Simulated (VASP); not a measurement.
Runs of VASP 6.6.1 on InSb3. The structure is that of space group R-3m (No. 166), or close to it. The cells are those of the table. 

| cell | gap on the mesh (eV) | pressure (GPa) |
| --- | --- | --- |
| a = 4.781 Å, angles 93.9°, 4 atoms | none | -1.1 |
| a = 4.781 Å, angles 86.0°, 4 atoms | none | (a) |
| a = 4.589 Å, angles 92.7°, 4 atoms | none | 7.2 |
| a = 4.731 Å, angles 92.6°, 4 atoms | none | 0.3 |
| a = 4.589 Å, angles 87.2°, 4 atoms | none | 7.3 |
| a = 4.593 Å, angles 85.8°, 4 atoms | none | (b) |
| a = 4.731 Å, angles 87.3°, 4 atoms | none | 0.4 |
| a = 4.734 Å, angles 93.9°, 4 atoms | none | (c) |
| a = 4.593 Å, angles 94.1°, 4 atoms | none | 7.7 |
| a = 4.734 Å, angles 85.9°, 4 atoms | none | 0.8 |

Alike in all rows: task single point; level PBEsol; potentials or basis VASP PAW PBE potentials, release 64 (In_d, Sb); no spin polarisation; k mesh 8 × 8 × 8; cutoff (eV) 520; smearing gaussian 0.15 eV.

Task: Estimate the missing entries.

Result: (a) -1.0; (b) 7.8; (c) 0.6.

Caveats: the PAW data sets were made with another functional, which shifts forces and pressure a little; spin-orbit coupling is left out, which moves the levels of the heavy elements; the cell stands under pressure (at least some runs).

A k mesh can miss the band edges, and the runs leave out spin-orbit coupling on In, Sb.

A gap of «none» marks levels without a gap at the run's occupations.
